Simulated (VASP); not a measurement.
Set up this calculation in VASP 6.6.1, as the native input.

- Task: single point
- Functional: PBEsol
- Potentials or basis: VASP PAW PBE potentials, release 64 (Ga_d, Al, As)
- Cutoff: 500 eV
- k mesh: 1 × 1 × 1, shifted
- Occupations: fermi-dirac, width 0.05 eV
- Spin: no spin polarisation
- Dipole correction: no
- Further INCAR settings: LREAL = Auto; ALGO = Normal; EDIFF = 1e-06; NBANDS = 291; ISYM = -1

The structure of Al7Ga25As32 lies in POSCAR:

```
Al7Ga25As32
1.0
   11.3233155250      0.0000000000      0.0000000000
    0.0000000000     11.3233155250      0.0000000000
    0.0000000000      0.0000000000     11.3233155250
Ga Al As
25 7 32
Direct
    0.0006070000      0.0000780000      0.9998840000
    0.0003570000      0.5003280000      0.0003200000
    0.9999690000      0.5000330000      0.5006130000
    0.5000970000      0.0003700000      0.0000420000
    0.5005380000      0.4999080000      0.4998820000
    0.2503050000      0.2500860000      0.0004810000
    0.2498820000      0.2504270000      0.5003120000
    0.2500890000      0.7506190000      0.0007600000
    0.7500010000      0.2504770000      0.5006200000
    0.7506040000      0.7505620000      0.0004460000
    0.7505690000      0.7495180000      0.5006650000
    0.2504390000      0.0007580000      0.2497330000
    0.2501600000      0.0009620000      0.7506610000
    0.2504660000      0.5001940000      0.2504290000
    0.2499310000      0.4999600000      0.7503250000
    0.7505030000      0.0002400000      0.7505020000
    0.7506650000      0.5006600000      0.2503300000
    0.7507480000      0.5003280000      0.7499770000
    0.0004340000      0.2507840000      0.2500320000
    0.0006020000      0.2501370000      0.7501810000
    0.0006020000      0.7501760000      0.2499270000
    0.0001560000      0.7502730000      0.7505700000
    0.4999200000      0.2505610000      0.2505940000
    0.5005230000      0.2505160000      0.7497400000
    0.5009550000      0.7500640000      0.2502960000
    0.9995310000      0.0003940000      0.4991660000
    0.4997110000      0.9998230000      0.5001790000
    0.4996860000      0.5001940000      0.9998690000
    0.2497000000      0.7500810000      0.5002690000
    0.7497650000      0.2500270000      0.9995890000
    0.7497690000      0.0000490000      0.2498200000
    0.4998990000      0.7500640000      0.7500740000
    0.1250510000      0.1252230000      0.1248500000
    0.1248910000      0.1248740000      0.6248310000
    0.1253220000      0.6249770000      0.1252990000
    0.1248320000      0.6249050000      0.6255180000
    0.6246040000      0.1254940000      0.1253100000
    0.6250980000      0.1248730000      0.6250820000
    0.6253600000      0.6250790000      0.1249120000
    0.6254120000      0.6248350000      0.6251580000
    0.3751160000      0.3752280000      0.1255600000
    0.3750720000      0.3752730000      0.6249130000
    0.3755620000      0.8753090000      0.1253420000
    0.3747150000      0.8753670000      0.6255330000
    0.8750510000      0.3752410000      0.1248280000
    0.8751990000      0.3749500000      0.6252380000
    0.8757820000      0.8752860000      0.1250060000
    0.8752110000      0.8751510000      0.6253570000
    0.3750480000      0.1257330000      0.3753410000
    0.3753990000      0.1255630000      0.8750860000
    0.3755390000      0.6253270000      0.3752010000
    0.3747030000      0.6255200000      0.8754420000
    0.8745750000      0.1259360000      0.3746370000
    0.8757120000      0.1250730000      0.8751380000
    0.8756310000      0.6251640000      0.3753080000
    0.8752260000      0.6252800000      0.8754000000
    0.1250820000      0.3754870000      0.3753080000
    0.1251850000      0.3749740000      0.8753730000
    0.1254890000      0.8755460000      0.3747980000
    0.1255340000      0.8753420000      0.8752430000
    0.6254800000      0.3753390000      0.3751030000
    0.6252020000      0.3756730000      0.8747810000
    0.6256190000      0.8748700000      0.3758250000
    0.6251280000      0.8751450000      0.8751390000
```

These files were run (other wordings do the same):

INCAR

```
SYSTEM = Al7Ga25As32
PREC = Accurate
ENCUT = 500
EDIFF = 1E-6
ISMEAR = -1
SIGMA = 0.05
LREAL = Auto
LASPH = .TRUE.
NELM = 120
ALGO = Normal
ISIF = 2
LWAVE = .FALSE.
LCHARG = .FALSE.
GGA = PS
ISYM = -1
NBANDS = 291
GGA_COMPAT = .FALSE.
```

KPOINTS

```
explicit points
1
Reciprocal
  0.25000000   0.25000000   0.25000000 1
```

Potentials or basis: VASP PAW PBE potentials, release 64 (Ga_d, Al, As).

The run is started by

```console
$ cat potpaw_PBE.64/Ga_d/POTCAR potpaw_PBE.64/Al/POTCAR potpaw_PBE.64/As/POTCAR > POTCAR
$ mpirun -np 1 vasp_std > vasp.out
```

It gave:

```json
{
 "Pressure": "0.2 GPa",
 "Largest force": "0.027 eV/Å",
 "Band gap on the k mesh": "1.45 eV"
}
```

Caveat: the PAW data sets were made with another functional, which shifts forces and pressure a little; a shifted mesh leaves out Γ, where band edges can lie.

Wall time 10 min on 1 thread of Intel(R) Xeon(R) 6975P-C (Granite Rapids), on a shared host, peak memory 1.2 GiB.
